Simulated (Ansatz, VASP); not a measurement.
BeCu2SnS4 in VASP and in Ansatz

```
CELL_PARAMETERS angstrom
-2.67245 2.67245 5.26166
2.67245 -2.67245 5.26166
2.67245 2.67245 -5.26166
ATOMIC_POSITIONS crystal
Cu 0.00000 0.00000 0.00000
Cu 0.75000 0.25000 0.50000
Be 0.25000 0.75000 0.50000
Sn 0.50000 0.50000 0.00000
S 0.11484 0.64034 0.03072
S 0.35966 0.39037 0.47450
S 0.60963 0.08412 0.96928
S 0.91588 0.88516 0.52550
```

Alike in both runs: task single point; functional PBE; k mesh 6 × 6 × 6; no spin polarisation.

|  | VASP | Ansatz |
| --- | --- | --- |
| version | VASP 6.6.1 | Ansatz 0.2.0 |
| potentials or method | VASP PAW PBE potentials, release 64 (Cu, Be, Sn_d, S) | plane waves, PAW |
| plane-wave cutoff (eV) | 520 | 420 |
| occupations | gaussian, width 0.01 eV | fixed |
| valence electrons in the cell | 62 | 78 |

VASP gave:

- gap on the k mesh at the Fermi level (eV): 0.50
- pressure (GPa): 0.1
- rms of the force components (eV/Å): 0.015

Q: Which values does Ansatz return?

A: gap on the k mesh at the Fermi level (eV): 0.48; pressure (GPa): 0.0; rms of the force components (eV/Å): 0.002.

Atom by atom the forces differ by 0.014 eV/Å (rms over components). VASP's potentials hold 62 valence electrons a cell and Ansatz's 78, so a difference there can come from the potentials and not from the codes.
